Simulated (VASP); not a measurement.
# HfO2 (CdI2 type) (P-3m1) in VASP: notebook

The runs below take HfO2 (CdI2 type) through single point, relaxation of cell and atoms, with PBE.

Program: VASP 6.6.1. These are calculated values, not measurements. Logs are shortened: lines on timing, memory, paths and dates and some standing lists are left out, and cuts for length are marked.

## 1. The cell of the first run

The structure is trigonal, space group P-3m1 (No. 164). The conventional cell has a = 3.127 Å, b = 3.127 Å, c = 2.663 Å, α = 90.00°, β = 90.00°, γ = 120.00°. Within 2.6 Å of Hf (site symmetry -3m) lie 6 O at 1.96 Å. Within 2.6 Å of O (site symmetry 3m) lie 3 Hf at 1.96 Å and 6 O at 2.13 to 2.36 Å.

## 2. Single point, PBE

Contents of INCAR:

```
SYSTEM = HfO2
ALGO     = Normal         ! electronic algorithm
EDIFF    = 1E-6           ! SCF threshold, eV
ENCUT    = 520            ! plane-wave cutoff, eV
GGA      = PE             ! functional
ISIF     = 2              ! what is computed and relaxed
ISMEAR   = -1             ! smearing method
LASPH    = .TRUE.         ! aspherical terms in the spheres
LCHARG   = .FALSE.        ! write CHGCAR
LREAL    = .FALSE.        ! projectors in reciprocal space
LWAVE    = .FALSE.        ! write WAVECAR
NBANDS   = 18             ! bands
NELM     = 60             ! most SCF steps
PREC     = Accurate       ! precision mode
SIGMA    = 0.05           ! smearing width, eV
```

Contents of KPOINTS:

```
k-points
0
G
  14 14 8
  0 0 0
```

Contents of POSCAR:

```
HfO2
1.0
    3.1265795847      0.0000000000      0.0000000000
   -1.5632897924      2.7076973473      0.0000000000
    0.0000000000      0.0000000000      2.6629303595
Hf O
1 2
Direct
    0.0000000000      0.0000000000      0.0000000000
    0.3333333333      0.6666666667      0.2862805475
    0.6666666667      0.3333333333      0.7137194525
```

Potentials or basis: VASP PAW PBE potentials, release 64 (Hf_pv, O).

Launch:

```
$ cat potpaw_PBE.64/Hf_pv/POTCAR potpaw_PBE.64/O/POTCAR > POTCAR
$ mpirun -np 1 vasp_std > vasp.out
```

OUTCAR:

```text
SYSTEM = HfO2
   EDIFF = 1E-6
   ENCUT = 520
   GGA = PE
   ISIF = 2
   ISMEAR = -1
   LASPH = .TRUE.
   LREAL = .FALSE.
   NELM = 60
   PREC = Accurate

 ion  position               nearest neighbor table
   1  0.000  0.000  0.000-   2 1.96   3 1.96   3 1.96   2 1.96   3 1.96   2 1.96   3 2.62   2 2.62
                             3 2.62   2 2.62   3 2.62   2 2.62
   2  0.333  0.667  0.286-   1 1.96   1 1.96   1 1.96   1 2.62   1 2.62   1 2.62
   3  0.667  0.333  0.714-   1 1.96   1 1.96   1 1.96   1 2.62   1 2.62   1 2.62

  LATTYP: Found a hexagonal cell.
 ALAT       =     3.1265795847
 C/A-ratio  =     0.8517072051

  Lattice vectors:

 A1 = (   3.1265795847,   0.0000000000,   0.0000000000)
 A2 = (  -1.5632897924,   2.7076973473,   0.0000000000)
 A3 = (   0.0000000000,   0.0000000000,   2.6629303595)

Analysis of symmetry for initial positions (statically):
=====================================================================
 Subroutine PRICEL returns:
 Original cell was already a primitive cell.

 Routine SETGRP: Setting up the symmetry group for a
 hexagonal supercell.

 Subroutine GETGRP returns: Found 12 space group operations
 (whereof 12 operations were pure point group operations)
 out of a pool of 24 trial point group operations.

The static configuration has the point symmetry D_3d.

Analysis of symmetry for dynamics (positions and initial velocities):
=====================================================================
 Subroutine PRICEL returns:
 Original cell was already a primitive cell.

 Routine SETGRP: Setting up the symmetry group for a
 hexagonal supercell.

 Subroutine GETGRP returns: Found 12 space group operations
 (whereof 12 operations were pure point group operations)
 out of a pool of 24 trial point group operations.

The dynamic configuration has the point symmetry D_3d.

 Subroutine INISYM returns: Found 12 space group operations
 (whereof 12 operations are pure point group operations),
 and found     1 'primitive' translations

----------------------------------------------------------------------------------------

                                     Primitive cell

  volume of cell :      22.5439

  direct lattice vectors                    reciprocal lattice vectors
     3.126579585  0.000000000  0.000000000     0.319838332  0.184658747  0.000000000
    -1.563289792  2.707697347  0.000000000     0.000000000  0.369317494  0.000000000
     0.000000000  0.000000000  2.662930359     0.000000000  0.000000000  0.375526155

  length of vectors
     3.126579585  3.126579585  2.662930359     0.369317494  0.369317494  0.375526155

  position of ions in fractional coordinates (direct lattice)
     0.000000000  0.000000000  0.000000000
     0.333333333  0.666666667  0.286280547
     0.666666667  0.333333333  0.713719453

  ion indices of the primitive-cell ions
   primitive index   ion index
                 1           1
                 2           2
                 3           3

----------------------------------------------------------------------------------------

 KPOINTS: k-points

Automatic generation of k-mesh.
 Grid dimensions read from file:
 generate k-points for:   14   14    8

 Generating k-lattice:

  Cartesian coordinates                     Fractional coordinates (reciprocal lattice)
     0.022845595  0.013189911  0.000000000     0.071428571  0.000000000  0.000000000
     0.000000000  0.026379821  0.000000000     0.000000000  0.071428571  0.000000000
     0.000000000  0.000000000  0.046940769     0.000000000  0.000000000  0.125000000

  Length of vectors
     0.026379821  0.026379821  0.046940769

  Shift w.r.t. Gamma in fractional coordinates (k-lattice)
     0.000000000  0.000000000  0.000000000

 Subroutine IBZKPT returns following result:
 ===========================================

 Found    168 irreducible k-points:

 Following reciprocal coordinates:
            Coordinates               Weight
  0.000000  0.000000  0.000000      1.000000
  0.071429  0.000000  0.000000      6.000000
[... 43 lines left out ...]
  free energy    TOTEN  =       -23.50024579 eV

  energy without entropy =      -23.49693955  energy(sigma->0) =      -23.49859267

 E-fermi :   8.6905     XC(G=0): -14.1621

 val. band max:        8.6812891304   @ k =   0.0714   0.0714   0.0000
 cond. band min:       8.7281654100   @ k =   0.4286   0.1429   0.0000
 fundamental gap:      0.0468762796
 Fermi energy:         8.6905398563

 k-point     1 :       0.0000    0.0000    0.0000
  band No.  band energies     occupation
      1     -20.8155      2.00000
      2     -20.8155      2.00000
      3     -20.6673      2.00000
      4     -13.0486      2.00000
      5      -6.9732      2.00000
      6       0.7496      2.00000
[... 10 lines left out ...]
     17      21.0505      0.00000
     18      21.0505      0.00000

 k-point     2 :       0.0714    0.0000    0.0000
  band No.  band energies     occupation
      1     -20.9263      2.00000
      2     -20.8309      2.00000
      3     -20.6579      2.00000
      4     -12.8643      2.00000
      5      -7.1636      2.00000
      6       0.8630      2.00000
[... 10 lines left out ...]
     17      20.9969      0.00000
     18      21.2187      0.00000

 k-point     3 :       0.1429    0.0000    0.0000
  band No.  band energies     occupation
      1     -21.2161      2.00000
      2     -20.8737      2.00000
      3     -20.6313      2.00000
      4     -12.3657      2.00000
      5      -7.6307      2.00000
      6       1.1925      2.00000
[... 10 lines left out ...]
     17      21.4557      0.00000
     18      22.3819      0.00000

 k-point     4 :       0.2143   -0.0000    0.0000
  band No.  band energies     occupation
      1     -21.5918      2.00000
      2     -20.9348      2.00000
      3     -20.5921      2.00000
      4     -11.6829      2.00000
      5      -8.1732      2.00000
      6       1.7068      2.00000
[... 375 lines left out ...]
      4      -9.5674      2.00000
      5      -8.8610      2.00000
      6       1.1485      2.00000
[... 10 lines left out ...]
     17      22.8920      0.00000
     18      25.4544      0.00000

 k-point    23 :       0.2857    0.2857    0.0000
  band No.  band energies     occupation
      1     -22.1947      2.00000
      2     -21.7261      2.00000
      3     -20.4540      2.00000
      4      -9.2136      2.00000
      5      -9.1328      2.00000
      6       1.0170      2.00000
[... 10 lines left out ...]
     17      22.8917      0.00000
     18      25.5422      0.00000

 k-point    24 :       0.3571    0.2857    0.0000
  band No.  band energies     occupation
      1     -22.1294      2.00000
      2     -21.8554      2.00000
      3     -20.4484      2.00000
      4      -9.2292      2.00000
      5      -8.9870      2.00000
      6       0.8198      2.00000
[... 10 lines left out ...]
     17      22.8915      0.00000
     18      25.9254      0.00000

 [... further k-points ...]

------------------------ aborting loop because EDIFF is reached ----------------------------------------

  FORCE on cell =-STRESS in cart. coord.  units (eV):
  Direction    XX          YY          ZZ          XY          YZ          ZX
  --------------------------------------------------------------------------------------
  -------------------------------------------------------------------------------------
  Total       24.5004965     24.5004965     24.7758772     -0.0000000      0.0000000     -0.0000000
  in kB     1741.2296396   1741.2296396   1760.8007163     -0.0000000      0.0000000     -0.0000000
  external PRESSURE =    1747.7533318 kB  Pullay stress =       0.0000000 kB

 VOLUME and BASIS-vectors are now :
 -----------------------------------------------------------------------------
  energy-cutoff  :      520.00
  volume of cell :       22.54
      direct lattice vectors                 reciprocal lattice vectors
     3.126579585  0.000000000  0.000000000     0.319838332  0.184658747  0.000000000
    -1.563289792  2.707697347  0.000000000     0.000000000  0.369317494  0.000000000
     0.000000000  0.000000000  2.662930359     0.000000000  0.000000000  0.375526155

 POSITION                                       TOTAL-FORCE (eV/Angst)
 -----------------------------------------------------------------------------------
      0.00000      0.00000      0.00000         0.000000      0.000000      0.000000
     -0.00000      1.80513      0.76235         0.000000      0.000000     -0.133358
      1.56329      0.90257      1.90059        -0.000000     -0.000000      0.133358
 -----------------------------------------------------------------------------------
    total drift:                               -0.000000      0.000000      0.000000

  FREE ENERGIE OF THE ION-ELECTRON SYSTEM (eV)
  ---------------------------------------------------
  free  energy   TOTEN  =       -23.5002457904 eV

  energy  without entropy=      -23.4969395461  energy(sigma->0) =      -23.49859267
```

Wall time 17 s (1 thread of Intel Xeon 6975P-C (Granite Rapids), shared host); peak memory 0.18 GiB.

What came out:

| Quantity | Value |
| --- | --- |
| Free energy | -23.5002 eV |
| Pressure | 174.8 GPa |
| Largest force | 0.133 eV/Å |
| Band gap on the k mesh | zero (band 11 reaches 8.90 eV, above the bottom of band 12 at 8.53 eV) |

Forces in eV/Å, atoms in the order of the input:
```
Hf   0.000  0.000  0.000
O    0.000  0.000 -0.133
O    0.000  0.000  0.133
```

Caveat: spin-orbit coupling is left out, which moves the levels of the heavy elements.

## 3. Single point, PBE

Contents of INCAR:

```
SYSTEM = HfO2
PREC     = Accurate       ! precision mode
ENCUT    = 520            ! plane-wave cutoff, eV
EDIFF    = 1E-7           ! SCF threshold, eV
ISMEAR   = -1             ! smearing method
SIGMA    = 0.05           ! smearing width, eV
LREAL    = .False.        ! projectors in reciprocal space
LASPH    = .True.         ! aspherical terms in the spheres
NELM     = 60             ! most SCF steps
ALGO     = Normal         ! electronic algorithm
ISIF     = 2              ! what is computed and relaxed
LWAVE    = .False.        ! write WAVECAR
LCHARG   = .False.        ! write CHGCAR
GGA      = PE             ! functional
NBANDS   = 18             ! bands
```

Contents of KPOINTS:

```
regular mesh
0
Gamma
  14 14 8
  0 0 0
```

Contents of POSCAR:

```
HfO2
1.0
    3.1277943788      0.0000000000      0.0000000000
   -1.5638971894      2.7087493898      0.0000000000
    0.0000000000      0.0000000000      2.6596754925
Hf O
1 2
Direct
    0.0000000000      0.0000000000      0.0000000000
    0.3333333333      0.6666666667      0.2865396707
    0.6666666667      0.3333333333      0.7134603293
```

Potentials or basis: VASP PAW PBE potentials, release 64 (Hf_pv, O).

Launch:

```
$ cat potpaw_PBE.64/Hf_pv/POTCAR potpaw_PBE.64/O/POTCAR > POTCAR
$ mpirun -np 1 vasp_std > vasp.out
```

It took 20 s on 1 thread of Intel Xeon 6975P-C (Granite Rapids), shared host; peak memory 0.18 GiB.

Results (log left out):

* Free energy: -23.4887 eV
* Pressure: 174.7 GPa
* Largest force: 0.148 eV/Å
* Band gap on the k mesh: zero (band 11 reaches 8.91 eV, above the bottom of band 12 at 8.53 eV)

Forces in eV/Å, atoms in the order of the input:
```
Hf   0.000  0.000  0.000
O    0.000  0.000 -0.148
O    0.000  0.000  0.148
```

Stress tensor (GPa, compression positive):
```
173.95   0.00   0.00
  0.00 173.95   0.00
  0.00   0.00 176.24
```

Levels at points of the mesh, in eV from the Fermi level:
| k point | band 8 | band 9 | band 10 | band 11 | band 12 | band 13 | band 14 | band 15 |
| --- | --- | --- | --- | --- | --- | --- | --- | --- |
| (0.00, 0.00, 0.00) | -6.75 | -0.59 | -0.59 | 0.21 | 2.67 | 6.36 | 6.36 | 11.86 |
| (0.50, 0.00, 0.00) | -3.17 | -3.06 | -2.65 | -0.71 | 0.18 | 4.25 | 6.83 | 11.04 |
| (0.00, 0.00, 0.50) | -4.71 | -4.48 | -3.35 | -3.35 | 1.79 | 1.79 | 11.83 | 13.44 |
| (0.50, 0.00, 0.50) | -6.03 | -1.26 | -0.95 | -0.70 | 5.58 | 6.27 | 10.46 | 10.67 |

Caveat: spin-orbit coupling is left out, which moves the levels of the heavy elements.

## 4. Relaxation of cell and atoms, PBE, target pressure 180 GPa, at which the enthalpy is minimised

Contents of INCAR:

```
ALGO = Normal
EDIFF = 1E-7
EDIFFG = -0.005
ENCUT = 600
GGA = PE
IBRION = 2
ISIF = 3
ISMEAR = -1
LASPH = True
LCHARG = False
LREAL = False
LWAVE = False
NELM = 60
NSW = 32
PREC = Accurate
PSTRESS = 1800.0
SIGMA = 0.05
```

Contents of KPOINTS:

```
k-points
0
Gamma
  14 14 8
```

Contents of POSCAR:

```
HfO2
1.0
    3.1265795847      0.0000000000      0.0000000000
   -1.5632897924      2.7076973473      0.0000000000
    0.0000000000      0.0000000000      2.6629303595
Hf O
1 2
Direct
    0.0000000000      0.0000000000      0.0000000000
    0.3333333333      0.6666666667      0.2862805475
    0.6666666667      0.3333333333      0.7137194525
```

Launch:

```
$ cat potpaw_PBE.64/Hf_pv/POTCAR potpaw_PBE.64/O/POTCAR > POTCAR
$ mpirun -np 1 vasp_std > vasp.out
```

It took 1.7 min on 1 thread of Intel Xeon 6975P-C (Granite Rapids), shared host; peak memory 0.22 GiB.

The run converged. Its results:

```yaml
Free_energy: -23.3608 eV
Relaxed_volume: 7.47 Å³/atom
Relaxed_cell: a = 3.120 Å, b = 3.120 Å, c = 2.658 Å, α = 90.00°, β = 90.00°, γ = 120.00°
Space_group_after_relaxing_to_0.05_Å: P-3m1 (No. 164)
Energy_change_on_relaxing_the_enthalpy_is_what_falls: +49.2 meV/atom
Ionic_steps: 6
Pressure_after_relaxing: 180.0 GPa
Band_gap_on_the_k_mesh: zero (band 11 reaches 8.98 eV, above the bottom of band 12 at 8.59 eV)
```

Step by step:
| step | energy change (eV) | largest force (eV/Å) | pressure (GPa) | volume (Å³) |
| --- | --- | --- | --- | --- |
| 1 | 0.0000 | 0.1339 | 174.36 | 22.54 |
| 2 | 1.0301 | 0.4357 | 212.31 | 21.69 |
| 3 | 0.1512 | 0.0510 | 180.00 | 22.41 |
| 4 | 0.1543 | 0.0493 | 180.11 | 22.40 |
| 5 | 0.1464 | 0.0111 | 180.00 | 22.41 |
| 6 | 0.1477 | 0.0003 | 180.03 | 22.41 |

Final structure:
```
CELL_PARAMETERS angstrom
3.11992 0.00000 0.00000
-1.55996 2.70193 0.00000
0.00000 0.00000 2.65841
ATOMIC_POSITIONS crystal
Hf 0.00000 0.00000 0.00000
O 0.33333 0.66667 0.28528
O 0.66667 0.33333 0.71472
```

Levels at points of the mesh, in eV from the Fermi level:
```tsv
k point	band 9	band 10	band 11	band 12	band 13	band 14
(0.00, 0.00, 0.00)	-0.58	-0.58	0.22	2.72	6.38	6.38
(0.50, 0.00, 0.00)	-3.11	-2.70	-0.73	0.20	4.26	6.86
(0.00, 0.00, 0.50)	-4.52	-3.34	-3.34	1.80	1.80	11.90
(0.50, 0.00, 0.50)	-1.27	-0.97	-0.69	5.61	6.33	10.55
```

Caveat: the cell is relaxed towards a set pressure, so the enthalpy falls and the energy may rise; spin-orbit coupling is left out, which moves the levels of the heavy elements.

## 5. Relaxation of cell and atoms, PBE, target pressure 180 GPa, at which the enthalpy is minimised

This run uses another cell than the first one, of 7.73 Å³/atom, 1.028 times its volume.

Contents of INCAR:

```
PREC = Accurate ; ENCUT = 600
EDIFF = 1E-6 ; ISMEAR = -1
SIGMA = 0.05 ; LREAL = False
LASPH = True ; NELM = 100
ALGO = Normal ; ISIF = 3
LWAVE = False ; LCHARG = False
GGA = PE ; IBRION = 2
NSW = 60 ; EDIFFG = -0.005
PSTRESS = 1800.0
```

Contents of KPOINTS:

```
Automatic mesh
0
Gamma
  14 14 8
```

Contents of POSCAR:

```
HfO2
1.0
    2.5575059142      0.0000000000      0.0000000000
   -1.2787529571      2.2148650920      0.0000000000
    0.0000000000      0.0000000000      4.0920094628
Hf O
1 2
Direct
    0.0000000000      0.0000000000      0.0000000000
    0.3333333333      0.6666666667      0.2500000000
    0.6666666667      0.3333333333      0.7500000000
```

Launch:

```
$ cat potpaw_PBE.64/Hf_pv/POTCAR potpaw_PBE.64/O/POTCAR > POTCAR
$ mpirun -np 1 vasp_std > vasp.out
```

It took 7 min on 1 thread of Intel Xeon 6975P-C (Granite Rapids), shared host; peak memory 0.22 GiB.

Results (log left out):

* Free energy: -23.3640 eV
* Relaxed volume: 7.48 Å³/atom
* Relaxed cell: a = 3.109 Å, b = 3.109 Å, c = 2.681 Å, α = 90.00°, β = 90.00°, γ = 120.00°
* Space group after relaxing (to 0.05 Å): P-3m1 (No. 164)
* Energy change on relaxing (the enthalpy is what falls): -1622.7 meV/atom
* Ionic steps: 24
* Pressure after relaxing: 180.1 GPa
* Largest force after relaxing: 0.005 eV/Å
* Band gap on the k mesh: zero (band 11 reaches 8.93 eV, above the bottom of band 12 at 8.56 eV)

Forces in eV/Å, atoms in the order of the input:
```
Hf   0.000  0.000  0.000
O    0.000  0.000  0.005
O    0.000  0.000 -0.005
```

Step by step:
```csv
step,energy change (eV),largest force (eV/Å),pressure (GPa),volume (Å³)
1,0.0000,11.6165,322.87,23.18
2,-0.3743,6.3005,-54.53,52.89
3,-8.3387,2.1812,71.62,28.85
4,-7.0785,0.5143,119.95,27.03
5,-6.4539,1.6352,140.42,26.42
6,-3.3886,2.1223,247.67,21.93
7,-4.2514,1.1789,224.69,22.60
8,-7.2639,3.0436,85.70,25.62
9,-6.1666,2.8279,154.21,24.00
10,-5.9584,2.6734,163.26,23.81
11,-5.7530,0.3675,163.38,23.28
12,-5.7575,0.3530,163.36,23.28
13,-3.4389,1.0502,240.34,21.40
14,-5.2354,0.5252,180.99,22.79
15,-5.1248,0.0288,180.21,22.68
16,-5.0822,0.2078,180.02,22.64
17,-5.0497,0.1411,178.67,22.61
18,-4.9879,0.0324,176.60,22.55
19,-4.6988,0.1355,185.25,22.29
20,-4.8795,0.0305,179.85,22.45
21,-4.8773,0.0322,179.89,22.45
22,-4.8751,0.0335,179.96,22.45
23,-4.8708,0.0140,180.07,22.45
24,-4.8682,0.0048,180.07,22.44
```

Final structure:
```
Hf O
1.0
     3.10914    0.00000    0.00000
    -1.55457    2.69260    0.00000
     0.00000    0.00000    2.68086
Hf O
1 2
Direct
  0.00000 0.00000 0.00000
  0.33333 0.66667 0.28492
  0.66667 0.33333 0.71508
```

Levels at points of the mesh, in eV from the Fermi level:
| k point | band 9 | band 10 | band 11 | band 12 | band 13 | band 14 |
| --- | --- | --- | --- | --- | --- | --- |
| (0.00, 0.00, 0.00) | -0.60 | -0.60 | 0.18 | 2.84 | 6.29 | 6.29 |
| (0.50, 0.00, 0.00) | -3.16 | -2.76 | -0.75 | 0.26 | 4.25 | 6.87 |
| (0.00, 0.00, 0.50) | -4.53 | -3.33 | -3.33 | 1.89 | 1.89 | 11.69 |
| (0.50, 0.00, 0.50) | -1.26 | -0.96 | -0.66 | 5.70 | 6.41 | 10.57 |

Caveat: the cell is relaxed towards a set pressure, so the enthalpy falls and the energy may rise; spin-orbit coupling is left out, which moves the levels of the heavy elements.

## 6. Overview

```csv
task,cell,cutoff (eV),gap on the mesh (eV),pressure (GPa),largest force (eV/Å)
single point,"a = 3.127, b = 3.127, c = 2.663 Å, angles 90.0, 90.0, 120.0°, 3 atoms",520,none,174.8,0.13
single point,"a = 3.128, b = 3.128, c = 2.660 Å, angles 90.0, 90.0, 120.0°, 3 atoms",520,none,174.7,0.15
relaxation of cell and atoms,"relaxed to 180 GPa from a = 3.127, b = 3.127, c = 2.663 Å, angles 90.0, 90.0, 120.0°, 3 atoms",600,none,180.0,-
relaxation of cell and atoms,"relaxed to 180 GPa from a = 2.558, b = 2.558, c = 4.092 Å, angles 90.0, 90.0, 120.0°, 3 atoms",600,none,180.1,-
```

Alike in all rows: level PBE; potentials or basis VASP PAW PBE potentials, release 64 (Hf_pv, O); no spin polarisation; k mesh 14 × 14 × 8; smearing fermi-dirac 0.05 eV.

Caveats: spin-orbit coupling is left out, which moves the levels of the heavy elements; the cell is relaxed towards a set pressure, so the enthalpy falls and the energy may rise (some runs).

Absolute energies hang on the potentials; compare differences alone.
